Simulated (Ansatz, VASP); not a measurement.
**AlNi in VASP and in Ansatz**

```
Al Ni
1.0
     2.04281   -2.04281    0.00000
     2.04281    2.04281    0.00000
     0.00000    0.00000    2.90114
Al Ni
1 1
Direct
  0.00000 0.00000 0.00000
  0.50000 0.50000 0.50000
```

Alike in both runs: task relaxation of cell and atoms; functional PBE; k mesh 16 × 16 × 14; occupations fermi-dirac, width 0.15 eV; no spin polarisation.

```csv
,VASP,Ansatz
version,VASP 6.6.1,Ansatz 0.2.0
potentials or method,"VASP PAW PBE potentials, release 64 (Al, Ni), cutoff 600 eV","scalar-relativistic, plane waves, PAW"
valence electrons in the cell,13,21
```

```csv
,VASP,Ansatz,Ansatz less VASP
"gap on the k mesh at the Fermi level, each at its own relaxed structure (eV)",none,none,-
relaxed volume (Å³/atom),12.12,12.12,+0.002
relaxed cell length with the largest relative difference (Å),2.893,2.894,+0.0002
```

A gap of «none» marks a metal or a gap that the smearing closes. VASP's potentials hold 13 valence electrons a cell and Ansatz's 21, so a difference there can come from the potentials and not from the codes. Ansatz's warnings: structure snapped to symmetry.
